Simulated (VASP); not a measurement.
# SiC (I-4m2) in VASP: a series of runs

SiC is run at these levels: PBE; tasks: single point.

Program: VASP 6.6.1. These are calculated values, not measurements. Logs are shortened: lines on timing, memory, paths and dates and some standing lists are left out, and cuts for length are marked.

**1. The cell of the first run**

Symmetry: I-4m2, No. 119, tetragonal system. The conventional cell has a = 3.075 Å, b = 3.075 Å, c = 4.218 Å, α = 90.00°, β = 90.00°, γ = 90.00°. Si (site symmetry -4m2) has 4 C at 1.86 Å within 2.5 Å. C (site symmetry -4m2) has 4 Si at 1.86 Å within 2.5 Å.

**2. Single point, PBE (strain -0.0300 x Voigt [0, 1, 0, 0, 0, 0])**

File INCAR:

```
  ALGO = Normal
  EDIFF = 1E-7
  ENCUT = 520
  GGA = PE
  ISIF = 2
  ISMEAR = 0
  LASPH = True
  LCHARG = False
  LREAL = False
  LWAVE = False
  NBANDS = 11
  NELM = 80
  PREC = Accurate
  SIGMA = 0.05
```

File KPOINTS:

```
k-points
0
Gamma
  12 12 12
```

File POSCAR:

```
SiC
1.0
    0.0000000000      2.1087800000      2.1740000000
    2.1740000000      0.0000000000      2.1740000000
    2.1740000000      2.1087800000      0.0000000000
Si C
1 1
Direct
    0.0000000000      0.0000000000      0.0000000000
    0.7500000000      0.7500000000      0.7500000000
```

Potentials or basis: VASP PAW PBE potentials, release 64 (Si, C).

Launch:

```console
cat potpaw_PBE.64/Si/POTCAR potpaw_PBE.64/C/POTCAR > POTCAR
mpirun -np 1 vasp_std > vasp.out
```

OUTCAR:

```text
EDIFF = 1E-7
   ENCUT = 520
   GGA = PE
   ISIF = 2
   ISMEAR = 0
   LASPH = True
   LREAL = False
   NELM = 80
   PREC = Accurate

 ion  position               nearest neighbor table
   1  0.000  0.000  0.000-   2 1.86   2 1.86   2 1.86   2 1.86
   2  0.750  0.750  0.750-   1 1.86   1 1.86   1 1.86   1 1.86

  LATTYP: Found a body centered tetragonal cell.
 ALAT       =     3.0745002846
 C/A-ratio  =     1.3717871555

  Lattice vectors:

 A1 = (   0.0000000000,  -2.1087800000,   2.1740000000)
 A2 = (   0.0000000000,  -2.1087800000,  -2.1740000000)
 A3 = (   2.1740000000,   2.1087800000,   0.0000000000)

Analysis of symmetry for initial positions (statically):
=====================================================================
 Subroutine PRICEL returns:
 Original cell was already a primitive cell.

 Routine SETGRP: Setting up the symmetry group for a
 body centered tetragonal supercell.

 Subroutine GETGRP returns: Found  8 space group operations
 (whereof  8 operations were pure point group operations)
 out of a pool of 16 trial point group operations.

The static configuration has the point symmetry D_2d.

Analysis of symmetry for dynamics (positions and initial velocities):
=====================================================================
 Subroutine PRICEL returns:
 Original cell was already a primitive cell.

 Routine SETGRP: Setting up the symmetry group for a
 body centered tetragonal supercell.

 Subroutine GETGRP returns: Found  8 space group operations
 (whereof  8 operations were pure point group operations)
 out of a pool of 16 trial point group operations.

The dynamic configuration has the point symmetry D_2d.

 Subroutine INISYM returns: Found  8 space group operations
 (whereof  8 operations are pure point group operations),
 and found     1 'primitive' translations

----------------------------------------------------------------------------------------

                                     Primitive cell

  volume of cell :      19.9334

  direct lattice vectors                    reciprocal lattice vectors
     0.000000000  2.108780000  2.174000000    -0.229990800  0.237103918  0.229990800
     2.174000000  0.000000000  2.174000000     0.229990800 -0.237103918  0.229990800
     2.174000000  2.108780000  0.000000000     0.229990800  0.237103918 -0.229990800

  length of vectors
     3.028733908  3.074500285  3.028733908     0.402504415  0.402504415  0.402504415

  position of ions in fractional coordinates (direct lattice)
[... 87 lines left out ...]
   POTIM  = 0.5000    time-step for ionic-motion
   TEBEG  =    0.0;   TEEND  =   0.0 temperature during run
   PSTRESS=    0.0 pullay stress
   NELECT =       8.0000    total number of electrons
   NUPDOWN=      -1.0000    fix difference up-down
   EMIN   =  10.00;   EMAX   =-10.00  energy-range for DOS
   EFERMI =   0.00;   METHOD = LEGACY
   ISMEAR =     0;   SIGMA  =   0.05  broadening in eV -4-tet -1-fermi 0-gaus
   EFERMI_NEDOS =   21; number of points for ismear=-14 and -15
   IALGO  =     38    algorithm
   IMIX   =      4    mixing-type and parameters
     AMIX     =   0.40;   BMIX     =  1.00
     AMIX_MAG =   1.60;   BMIX_MAG =  1.00
  volume/ion in A,a.u.               =       9.97        67.26
  Fermi-wavevector in a.u.,A,eV,Ry     =   1.207567  2.281971 19.840274  1.458219
  Thomas-Fermi vector in A             =   2.343201
   LORBIT       =      0    0 simple, 1 ext, 2 COOP (PROOUT), +10 PAW based schemes
   GGA     = PE    functional components
   LHFCALC =     F    Hartree Fock is set to
   AEXX    =    0.0000 exact exchange contribution
   IVDW    =     0    specifies the selected vdW correction
   LEPSILON=     F    determine dielectric tensor
   LRPA    =     F    only Hartree local field effects (RPA)
 non-spin polarized calculation
 Gauss-broadening in eV      SIGMA  =   0.05
  energy-cutoff  :      520.00
  volume of cell :       19.93
 maximum number of plane-waves:       548
   NGX = 11   NGY = 11   NGZ = 11

 number of electron       8.0000000 magnetization

 Free energy of the ion-electron system (eV)
  ---------------------------------------------------
  ext. energy  EPLUGINS =         0.00000000
  ---------------------------------------------------
  free energy    TOTEN  =       -15.01221358 eV

  energy without entropy =      -15.01221358  energy(sigma->0) =      -15.01221358

 E-fermi :   8.9495     XC(G=0): -11.5212

 val. band max:        8.6676805283   @ k =   0.0000   0.0000   0.0000
 cond. band min:       9.6714271562   @ k =   0.5000   0.0000   0.5000
 fundamental gap:      1.0037466279
 Fermi energy:         8.9494905163

 k-point     1 :       0.0000    0.0000    0.0000
  band No.  band energies     occupation
      1      -7.1667      2.00000
      2       8.4691      2.00000
      3       8.4691      2.00000
      4       8.6677      2.00000
      5      15.2015      0.00000
      6      16.0547      0.00000
      7      16.1357      0.00000
      8      16.1357      0.00000
      9      22.7876      0.00000
     10      23.6854      0.00000
     11      25.6054      0.00000
[... 309 lines left out ...]
 k-point    24 :      -0.4167    0.1667    0.0000
  band No.  band energies     occupation
      1      -3.1222      2.00000
      2       0.3256      2.00000
      3       5.2858      2.00000
      4       7.1065      2.00000
      5      13.9068      0.00000
      6      16.3758      0.00000
      7      17.5070      0.00000
      8      20.0067      0.00000
      9      23.6372      0.00000
     10      24.3320      0.00000
     11      27.0392      0.00000

 [... further k-points ...]

------------------------ aborting loop because EDIFF is reached ----------------------------------------

  FORCE on cell =-STRESS in cart. coord.  units (eV):
  Direction    XX          YY          ZZ          XY          YZ          ZX
  --------------------------------------------------------------------------------------
  -------------------------------------------------------------------------------------
  Total        1.2075228      2.1198857      1.2075228     -0.0000000      0.0000000      0.0000000
  in kB       97.0567145    170.3894410     97.0567145     -0.0000000      0.0000000      0.0000000
  external PRESSURE =     121.5009567 kB  Pullay stress =       0.0000000 kB

 VOLUME and BASIS-vectors are now :
 -----------------------------------------------------------------------------
  energy-cutoff  :      520.00
  volume of cell :       19.93
      direct lattice vectors                 reciprocal lattice vectors
     0.000000000  2.108780000  2.174000000    -0.229990800  0.237103918  0.229990800
     2.174000000  0.000000000  2.174000000     0.229990800 -0.237103918  0.229990800
     2.174000000  2.108780000  0.000000000     0.229990800  0.237103918 -0.229990800

 POSITION                                       TOTAL-FORCE (eV/Angst)
 -----------------------------------------------------------------------------------
      0.00000      0.00000      0.00000         0.000000      0.000000      0.000000
      3.26100      3.16317      3.26100        -0.000000      0.000000     -0.000000
 -----------------------------------------------------------------------------------
    total drift:                               -0.000000      0.000000     -0.000000

  FREE ENERGIE OF THE ION-ELECTRON SYSTEM (eV)
  ---------------------------------------------------
  free  energy   TOTEN  =       -15.0122135804 eV

  energy  without entropy=      -15.0122135804  energy(sigma->0) =      -15.01221358
```

stdout:

```text
POSCAR found type information on POSCAR SiC
 POSCAR found :  2 types and       2 ions
 scaLAPACK will be used
 LDA part: xc-table for (Slater+PW92), standard interpolation
 POSCAR, INCAR and KPOINTS ok, starting setup
 FFT: planning ... GRIDC
 FFT: planning ... GRID_SOFT
 FFT: planning ... GRID
 WAVECAR not read
 entering main loop
```

Run time: 25 s. Hardware: 1 thread of Intel Xeon Platinum 8375C at 2.90GHz (Ice Lake), shared host; peak memory 0.15 GiB.

Results:

* Free energy: -15.0122 eV
* Pressure: 12.2 GPa
* Band gap on the k mesh: 1.00 eV, indirect (least direct gap 4.54 eV)

Stress tensor (GPa, compression positive):
```
 9.71  0.00  0.00
 0.00 17.04  0.00
 0.00  0.00  9.71
```

Levels at points of the mesh, in eV from the valence-band top:
```csv
k point,band 1,band 2,band 3,band 4,band 5,band 6,band 7,band 8,band 9
"(0.00, 0.00, 0.00)",-15.83,-0.20,-0.20,0.00,6.53,7.39,7.47,7.47,14.12
"(0.50, 0.00, 0.00)",-12.12,-8.88,-1.38,-1.01,5.55,7.01,7.58,10.14,16.40
"(0.50, 0.50, 0.00)",-10.72,-8.18,-3.30,-3.25,1.29,4.50,13.88,14.87,14.96
"(0.50, 0.00, 0.50)",-10.47,-7.79,-3.61,-3.61,1.00,3.96,14.24,14.24,15.48
```

Caveat: the cell differs from its parent crystal (strain -0.0300 x Voigt [0, 1, 0, 0, 0, 0]).

(Part 1 of 2 ends here.)
